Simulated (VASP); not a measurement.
B, 1 atom in the cell. Symmetry: Im-3m, No. 229, cubic system. Conventional cell: a = 2.648 Å, b = 2.648 Å, c = 2.648 Å, α = 90.00°, β = 90.00°, γ = 90.00°. B (site symmetry m-3m) has 14 B at 2.29 to 2.65 Å within 3.0 Å.  This cell differs from its parent crystal: Al replaced by B, lengths x 0.817, strained.

| Item | Value |
| --- | --- |
| Program | VASP 6.6.1 |
| Task | single point |
| Functional | PBEsol |
| Potentials or basis | VASP PAW PBE potentials, release 64 (B) |
| Cutoff | 500 eV |
| k mesh | 22 × 22 × 22 |
| Occupations | gaussian, width 0.1 eV |
| Spin | no spin polarisation |
| Dipole correction | no |
| Further INCAR settings | ALGO = Normal; EDIFF = 1e-06; NBANDS = 8 |

Potentials or basis: VASP PAW PBE potentials, release 64 (B).

Launch:

```sh
$ cat potpaw_PBE.64/B/POTCAR > POTCAR
$ mpirun -np 1 vasp_std > vasp.out
```

Hardware: 1 thread of Intel Xeon 6975P-C (shared host).

Question: How long does it take, and how much memory?

Answer: It took 14 s on 1 thread of Intel Xeon 6975P-C, on a shared host, peak memory 0.13 GiB. Counts: scf iterations 9, k points 328.
